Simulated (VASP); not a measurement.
Write the native input for VASP 6.6.1 that does the following.

```
Task                   : single point
Functional             : PBE
Potentials or basis    : VASP PAW PBE potentials, release 64 (Co, Ti_sv)
Cutoff                 : 520 eV
k mesh                 : 7 × 7 × 7
Occupations            : fermi-dirac, width 0.05 eV
Spin                   : non-collinear spin, typed start
Starting moments       : [[0.055, -0.103, 0.027], [-0.364, -0.018, 1.027]] μB
Dipole correction      : no
Further INCAR settings : ALGO = Normal; EDIFF = 1e-06; NBANDS = 33
```

The structure of TiCo lies in POSCAR:

```
TiCo
1.0
    2.9861109900      0.0000000000      0.0000000000
    0.0000000000      2.9861109900      0.0000000000
    0.0000000000      0.0000000000      2.9861109900
Co Ti
1 1
Direct
    0.5000000000      0.5000000000      0.5000000000
    0.0000000000      0.0000000000      0.0000000000
```

These files were run (other wordings do the same):

INCAR

```
PREC = Accurate ; ENCUT = 520
EDIFF = 1E-6 ; ISMEAR = -1
SIGMA = 0.05 ; LREAL = False
LASPH = True ; NELM = 150
ALGO = Normal ; ISIF = 2
LWAVE = False ; LCHARG = False
LNONCOLLINEAR = True ; MAGMOM = 0.055 -0.103 0.027 -0.364 -0.018 1.027
LORBIT = 11 ; LMAXMIX = 4
GGA = PE ; NBANDS = 33
```

KPOINTS

```
Automatic mesh
0
Gamma
  7 7 7
```

Potentials or basis: VASP PAW PBE potentials, release 64 (Co, Ti_sv).

Launch:

```bash
$ cat potpaw_PBE.64/Co/POTCAR potpaw_PBE.64/Ti_sv/POTCAR > POTCAR
$ mpirun -np 1 vasp_ncl > vasp.out
```

Results of the run:

```
Pressure                                              : -0.8 GPa
Band gap on the k mesh                                : zero (band 21 reaches 10.41 eV, above the bottom of band 22 at 8.79 eV)
Net moment                                            : 0.83 μB per cell
Valence electrons inside the program's atomic spheres : Co 8.29; Ti 10.28
```

Run time: 9.1 min on 1 thread of AMD EPYC 9R45 96-Core Processor (Zen 5), with other jobs on the host, peak memory 0.34 GiB.
